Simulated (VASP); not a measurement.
Cr, 2 atoms in the cell. Symmetry: Fd-3m, No. 227, cubic system. The conventional cell has a = 5.000 Å, b = 5.000 Å, c = 5.000 Å, α = 90.00°, β = 90.00°, γ = 90.00°. Cr (site symmetry -43m) has 4 Cr at 2.17 Å within 2.9 Å. This isn't the form of Cr at room conditions, which is bcc.

| Quantity | Value |
| --- | --- |
| Program | VASP 6.6.1 |
| Task | relaxation of cell and atoms |
| Functional | PBE |
| Potentials or basis | VASP PAW PBE potentials, release 64 (Cr_pv) |
| Cutoff | 600 eV |
| k mesh | 8 × 8 × 8 |
| Occupations | fermi-dirac, width 0.05 eV |
| Spin | collinear spin, ferromagnetic start |
| Starting moments | [3.0, 3.0] μB |
| Target pressure | 10 GPa |
| Dipole correction | no |
| Further INCAR settings | ALGO = Normal; EDIFF = 1e-07; IBRION = 2; EDIFFG = -0.03; NSW = 80; ISIF = 3 |

Potentials or basis: VASP PAW PBE potentials, release 64 (Cr_pv).

The run is started by

```sh
$ cat potpaw_PBE.64/Cr_pv/POTCAR > POTCAR
$ mpirun -np 1 vasp_std > vasp.out
```

Hardware: 1 thread of AMD EPYC 7R13, with other jobs on the host.

Task: How long does it take, and how much memory?

Result: It took 4.1 min on 1 thread of AMD EPYC 7R13, with other jobs on the host, peak memory 0.16 GiB. Counts: scf iterations 39, k points 29, ion steps 3.
